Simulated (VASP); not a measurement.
# BeS (m.b) (F-43m) in VASP: notebook

Runs on BeS (m.b). Level: PBE. Tasks: single point.

Everything below comes from runs of VASP 6.6.1. Logs are shortened: lines on timing, memory, paths and dates and some standing lists are left out, and cuts for length are marked.

## (1) The cell of the first run

Symmetry: F-43m, No. 216, cubic system. The conventional cell has a = 4.840 Å, b = 4.840 Å, c = 4.840 Å, α = 90.00°, β = 90.00°, γ = 90.00°. Within 2.8 Å of Be (site symmetry -43m) lie 4 S at 2.10 Å. S (site symmetry -43m) has 4 Be at 2.10 Å within 2.8 Å.

## (2) Single point, PBE

INCAR

```
ALGO = Normal ; EDIFF = 1E-6
ENCUT = 600 ; GGA = PE
GGA_COMPAT = False ; ISIF = 2
ISMEAR = 0 ; LASPH = True
LCHARG = False ; LREAL = False
LWAVE = False ; NBANDS = 11
NELM = 120 ; PREC = Accurate
SIGMA = 0.1
```

KPOINTS

```
k-points
0
Gamma
  6 6 6
```

POSCAR

```
BeS
1.0
    0.0000000000      2.4200000000      2.4200000000
    2.4200000000      0.0000000000      2.4200000000
    2.4200000000      2.4200000000      0.0000000000
Be S
1 1
Direct
    0.0000000000      0.0000000000      0.0000000000
    0.2500000000      0.2500000000      0.2500000000
```

Potentials or basis: VASP PAW PBE potentials, release 64 (Be, S).

Run with:

```
> cat potpaw_PBE.64/Be/POTCAR potpaw_PBE.64/S/POTCAR > POTCAR
> mpirun -np 1 vasp_std > vasp.out
```

OUTCAR:

```text
EDIFF = 1E-6
   ENCUT = 600
   GGA = PE
   ISIF = 2
   ISMEAR = 0
   LASPH = True
   LREAL = False
   NELM = 120
   PREC = Accurate

 ion  position               nearest neighbor table
   1  0.000  0.000  0.000-   2 2.10   2 2.10   2 2.10   2 2.10
   2  0.250  0.250  0.250-   1 2.10   1 2.10   1 2.10   1 2.10

  LATTYP: Found a face centered cubic cell.
 ALAT       =     4.8400000000

  Lattice vectors:

 A1 = (   0.0000000000,   2.4200000000,   2.4200000000)
 A2 = (   2.4200000000,   0.0000000000,   2.4200000000)
 A3 = (   2.4200000000,   2.4200000000,   0.0000000000)

Analysis of symmetry for initial positions (statically):
=====================================================================
 Subroutine PRICEL returns:
 Original cell was already a primitive cell.

 Routine SETGRP: Setting up the symmetry group for a
 face centered cubic supercell.

 Subroutine GETGRP returns: Found 24 space group operations
 (whereof 24 operations were pure point group operations)
 out of a pool of 48 trial point group operations.

The static configuration has the point symmetry T_d .

Analysis of symmetry for dynamics (positions and initial velocities):
=====================================================================
 Subroutine PRICEL returns:
 Original cell was already a primitive cell.

 Routine SETGRP: Setting up the symmetry group for a
 face centered cubic supercell.

 Subroutine GETGRP returns: Found 24 space group operations
 (whereof 24 operations were pure point group operations)
 out of a pool of 48 trial point group operations.

The dynamic configuration has the point symmetry T_d .

 Subroutine INISYM returns: Found 24 space group operations
 (whereof 24 operations are pure point group operations),
 and found     1 'primitive' translations

----------------------------------------------------------------------------------------

                                     Primitive cell

  volume of cell :      28.3450

  direct lattice vectors                    reciprocal lattice vectors
     0.000000000  2.420000000  2.420000000    -0.206611570  0.206611570  0.206611570
     2.420000000  0.000000000  2.420000000     0.206611570 -0.206611570  0.206611570
     2.420000000  2.420000000  0.000000000     0.206611570  0.206611570 -0.206611570

  length of vectors
     3.422396821  3.422396821  3.422396821     0.357861737  0.357861737  0.357861737

  position of ions in fractional coordinates (direct lattice)
     0.000000000  0.000000000  0.000000000
     0.250000000  0.250000000  0.250000000

  ion indices of the primitive-cell ions
   primitive index   ion index
                 1           1
                 2           2

----------------------------------------------------------------------------------------

 KPOINTS: k-points

Automatic generation of k-mesh.
 Grid dimensions read from file:
 generate k-points for:    6    6    6

 Generating k-lattice:

  Cartesian coordinates                     Fractional coordinates (reciprocal lattice)
    -0.034435262  0.034435262  0.034435262     0.166666667  0.000000000  0.000000000
     0.034435262 -0.034435262  0.034435262     0.000000000  0.166666667  0.000000000
     0.034435262  0.034435262 -0.034435262     0.000000000  0.000000000  0.166666667

  Length of vectors
     0.059643623  0.059643623  0.059643623

  Shift w.r.t. Gamma in fractional coordinates (k-lattice)
     0.000000000  0.000000000  0.000000000

 Subroutine IBZKPT returns following result:
 ===========================================

 Found     16 irreducible k-points:

 Following reciprocal coordinates:
            Coordinates               Weight
  0.000000  0.000000  0.000000      1.000000
  0.166667  0.000000  0.000000      8.000000
  0.333333  0.000000  0.000000      8.000000
  0.500000  0.000000  0.000000      4.000000
  0.166667  0.166667  0.000000      6.000000
  0.333333  0.166667  0.000000     24.000000
[... 8 lines left out ...]
 -0.333333  0.333333  0.166667     24.000000
 -0.333333  0.500000  0.166667     12.000000
   k-points           NKPTS =     16   k-points in BZ     NKDIM =     16   number of bands    NBANDS=     11
   number of dos      NEDOS =    301   number of ions     NIONS =      2
   total plane-waves  NPLWV =  21952
   dimension x,y,z NGX =    28 NGY =   28 NGZ =   28
   dimension x,y,z NGXF=    56 NGYF=   56 NGZF=   56
   ions per type =               1   1
   NGX,Y,Z   is equivalent  to a cutoff of  13.60, 13.60, 13.60 a.u.
   NGXF,Y,Z  is equivalent  to a cutoff of  27.20, 27.20, 27.20 a.u.
 SYSTEM =  unknown system
   PREC   = accura    normal or accurate (medium, high low for compatibility)
   ISTART =      0    job   : 0-new  1-cont  2-samecut
   ICHARG =      2    charge: 1-file 2-atom 10-const
   ISPIN  =      1    spin polarized calculation?
   LNONCOLLINEAR =      F non collinear calculations
   LSORBIT =      F    spin-orbit coupling
   LASPH  =      T    aspherical Exc in radial PAW
   ENCUT  =  600.0 eV  44.10 Ry    6.64 a.u.   6.84  6.84  6.84*2*pi/ulx,y,z
   NELM   =    120;   NELMIN=  2; NELMDL= -5     # of ELM steps
   EDIFF  = 0.1E-05   stopping-criterion for ELM
   LREAL  =      F    real-space projection
   EDIFFG = 0.1E-04   stopping-criterion for IOM
   NSW    =      0    number of steps for IOM
   IBRION =     -1    ionic relax: 0-MD 1-quasi-New 2-CG
   NFREE  =      0    steps in history (QN), initial steepest desc. (CG)
   ISIF   =      2    stress and relaxation
   ISYM   =      2    0-nonsym 1-usesym 2-fastsym
   POTIM  = 0.5000    time-step for ionic-motion
   TEBEG  =    0.0;   TEEND  =   0.0 temperature during run
   PSTRESS=    0.0 pullay stress
   NELECT =       8.0000    total number of electrons
   NUPDOWN=      -1.0000    fix difference up-down
   EMIN   =  10.00;   EMAX   =-10.00  energy-range for DOS
   EFERMI =   0.00;   METHOD = LEGACY
   ISMEAR =     0;   SIGMA  =   0.10  broadening in eV -4-tet -1-fermi 0-gaus
   EFERMI_NEDOS =   21; number of points for ismear=-14 and -15
   IALGO  =     38    algorithm
   IMIX   =      4    mixing-type and parameters
     AMIX     =   0.40;   BMIX     =  1.00
     AMIX_MAG =   1.60;   BMIX_MAG =  1.00
  volume/ion in A,a.u.               =      14.17        95.64
  Fermi-wavevector in a.u.,A,eV,Ry     =   1.073856  2.029294 15.689791  1.153167
  Thomas-Fermi vector in A             =   2.209668
   LORBIT       =      0    0 simple, 1 ext, 2 COOP (PROOUT), +10 PAW based schemes
   GGA     = PE    functional components
   LHFCALC =     F    Hartree Fock is set to
   AEXX    =    0.0000 exact exchange contribution
   IVDW    =     0    specifies the selected vdW correction
   LEPSILON=     F    determine dielectric tensor
   LRPA    =     F    only Hartree local field effects (RPA)
 non-spin polarized calculation
 Gauss-broadening in eV      SIGMA  =   0.10
  energy-cutoff  :      600.00
  volume of cell :       28.34
 maximum number of plane-waves:       960
   NGX = 13   NGY = 13   NGZ = 13

 number of electron       7.9999999 magnetization

 Free energy of the ion-electron system (eV)
  ---------------------------------------------------
  ext. energy  EPLUGINS =         0.00000000
  ---------------------------------------------------
  free energy    TOTEN  =       -10.00638793 eV

  energy without entropy =      -10.00638793  energy(sigma->0) =      -10.00638793

 E-fermi :   4.7465     XC(G=0):  -9.7556

 val. band max:        4.2408048831   @ k =   0.0000   0.0000   0.0000
 cond. band min:       7.3367281555   @ k =   0.5000   0.5000   0.0000
 fundamental gap:      3.0959232724
 Fermi energy:         4.7464650041

 k-point     1 :       0.0000    0.0000    0.0000
  band No.  band energies     occupation
      1      -9.4937      2.00000
      2       4.2408      2.00000
      3       4.2408      2.00000
      4       4.2408      2.00000
      5       9.9067      0.00000
      6       9.9067      0.00000
      7       9.9067      0.00000
      8      10.1794      0.00000
      9      17.0656      0.00000
     10      17.0656      0.00000
     11      19.1608      0.00000

 k-point     2 :       0.1667    0.0000    0.0000
  band No.  band energies     occupation
      1      -9.1803      2.00000
      2       2.3396      2.00000
      3       3.9114      2.00000
      4       3.9114      2.00000
      5       9.8484      0.00000
      6      10.4767      0.00000
      7      10.4767      0.00000
      8      12.1547      0.00000
      9      16.1429      0.00000
     10      16.1429      0.00000
     11      18.8355      0.00000

 k-point     3 :       0.3333    0.0000    0.0000
  band No.  band energies     occupation
      1      -8.3972      2.00000
      2      -0.3494      2.00000
      3       3.4041      2.00000
      4       3.4041      2.00000
      5       9.7806      0.00000
      6      10.9017      0.00000
      7      10.9017      0.00000
      8      14.6846      0.00000
      9      16.8890      0.00000
     10      16.8890      0.00000
     11      18.5395      0.00000

 k-point     4 :       0.5000    0.0000    0.0000
  band No.  band energies     occupation
      1      -7.8657      2.00000
      2      -1.5874      2.00000
      3       3.1979      2.00000
      4       3.1979      2.00000
      5       9.7420      0.00000
      6      10.8008      0.00000
      7      10.8008      0.00000
      8      15.4782      0.00000
      9      19.2088      0.00000
     10      19.2088      0.00000
     11      19.4889      0.00000
[... 127 lines left out ...]
 k-point    14 :       0.5000    0.3333    0.1667
  band No.  band energies     occupation
      1      -7.8186      2.00000
      2      -0.1715      2.00000
      3       1.2258      2.00000
      4       2.3131      2.00000
      5      10.0069      0.00000
      6      11.2716      0.00000
      7      12.0896      0.00000
      8      14.5716      0.00000
      9      16.9134      0.00000
     10      18.9002      0.00000
     11      20.9806      0.00000

 k-point    15 :      -0.3333    0.3333    0.1667
  band No.  band energies     occupation
      1      -7.4311      2.00000
      2      -0.6579      2.00000
      3       0.7733      2.00000
      4       1.8328      2.00000
      5      10.4215      0.00000
      6      11.2876      0.00000
      7      13.7427      0.00000
      8      14.5367      0.00000
      9      15.5077      0.00000
     10      19.7711      0.00000
     11      20.6601      0.00000

 k-point    16 :      -0.3333    0.5000    0.1667
  band No.  band energies     occupation
      1      -7.2748      2.00000
      2      -0.3882      2.00000
      3       0.7957      2.00000
      4       1.0208      2.00000
      5       9.3891      0.00000
      6      10.9155      0.00000
      7      14.3011      0.00000
      8      14.7624      0.00000
      9      18.7465      0.00000
     10      18.7960      0.00000
     11      21.2970      0.00000

------------------------ aborting loop because EDIFF is reached ----------------------------------------

  FORCE on cell =-STRESS in cart. coord.  units (eV):
  Direction    XX          YY          ZZ          XY          YZ          ZX
  --------------------------------------------------------------------------------------
  -------------------------------------------------------------------------------------
  Total        0.3977412      0.3977412      0.3977412     -0.0000000      0.0000000     -0.0000000
  in kB       22.4820076     22.4820076     22.4820076     -0.0000000      0.0000000     -0.0000000
  external PRESSURE =      22.4820076 kB  Pullay stress =       0.0000000 kB

 VOLUME and BASIS-vectors are now :
 -----------------------------------------------------------------------------
  energy-cutoff  :      600.00
  volume of cell :       28.34
      direct lattice vectors                 reciprocal lattice vectors
     0.000000000  2.420000000  2.420000000    -0.206611570  0.206611570  0.206611570
     2.420000000  0.000000000  2.420000000     0.206611570 -0.206611570  0.206611570
     2.420000000  2.420000000  0.000000000     0.206611570  0.206611570 -0.206611570

 POSITION                                       TOTAL-FORCE (eV/Angst)
 -----------------------------------------------------------------------------------
      0.00000      0.00000      0.00000         0.000000      0.000000      0.000000
      1.21000      1.21000      1.21000        -0.000000     -0.000000     -0.000000
 -----------------------------------------------------------------------------------
    total drift:                               -0.000000     -0.000000      0.000000

  FREE ENERGIE OF THE ION-ELECTRON SYSTEM (eV)
  ---------------------------------------------------
  free  energy   TOTEN  =       -10.0063879304 eV

  energy  without entropy=      -10.0063879304  energy(sigma->0) =      -10.00638793
```

Run time: 15 s. Hardware: 1 thread of Intel Xeon 8259CL, shared host; peak memory 0.15 GiB.

What came out:

* Free energy: -10.0064 eV
* Pressure: 2.2 GPa
* Band gap on the k mesh: 3.10 eV, indirect (least direct gap 5.67 eV)

A k mesh can miss the band edges. Expect the measured gap to be larger: semilocal functionals such as PBE lack the derivative discontinuity.

## (3) Single point, PBE

This run uses another cell than the first one, of 14.49 Å³/atom, 1.022 times its volume.

INCAR

```
SYSTEM = BeS
PREC     = Accurate       ! precision mode
ENCUT    = 600            ! plane-wave cutoff, eV
EDIFF    = 1E-6           ! SCF threshold, eV
ISMEAR   = 0              ! smearing method
SIGMA    = 0.02           ! smearing width, eV
LREAL    = .False.        ! projectors in reciprocal space
LASPH    = .True.         ! aspherical terms in the spheres
NELM     = 120            ! most SCF steps
ALGO     = Normal         ! electronic algorithm
ISIF     = 2              ! what is computed and relaxed
LWAVE    = .False.        ! write WAVECAR
LCHARG   = .False.        ! write CHGCAR
GGA      = PE             ! functional
NBANDS   = 11             ! bands
GGA_COMPAT= .False.
```

KPOINTS

```
Automatic mesh
0
Gamma
  8 8 8
  0 0 0
```

POSCAR

```
BeS
1.0
    0.0000000000      2.4378857518      2.4378857518
    2.4378857518      0.0000000000      2.4378857518
    2.4378857518      2.4378857518      0.0000000000
Be S
1 1
Direct
    0.0000000000      0.0000000000      0.0000000000
    0.2500000000      0.2500000000      0.2500000000
```

Potentials or basis: VASP PAW PBE potentials, release 64 (Be, S).

Run with:

```
> cat potpaw_PBE.64/Be/POTCAR potpaw_PBE.64/S/POTCAR > POTCAR
> mpirun -np 1 vasp_std > vasp.out
```

It took 18 s on 1 thread of Intel Xeon 8259CL, shared host; peak memory 0.15 GiB.

It converged, with:

```
Free energy            : -10.0135 eV
Pressure               : 0.1 GPa
Band gap on the k mesh : 3.15 eV, indirect (least direct gap 5.68 eV)
```

Levels at points of the mesh, in eV from the valence-band top:
| k point | band 1 | band 2 | band 3 | band 4 | band 5 | band 6 | band 7 | band 8 | band 9 |
| --- | --- | --- | --- | --- | --- | --- | --- | --- | --- |
| (0.00, 0.00, 0.00) | -13.59 | 0.00 | 0.00 | 0.00 | 5.68 | 5.68 | 5.68 | 5.75 | 12.78 |
| (0.50, 0.00, 0.00) | -12.02 | -5.69 | -1.01 | -1.01 | 5.42 | 6.57 | 6.57 | 11.13 | 14.87 |
| (0.50, 0.50, 0.00) | -11.49 | -4.94 | -2.59 | -2.59 | 3.15 | 4.93 | 12.65 | 12.65 | 15.35 |

A k mesh can miss the band edges. Expect the measured gap to be larger: semilocal functionals such as PBE lack the derivative discontinuity.
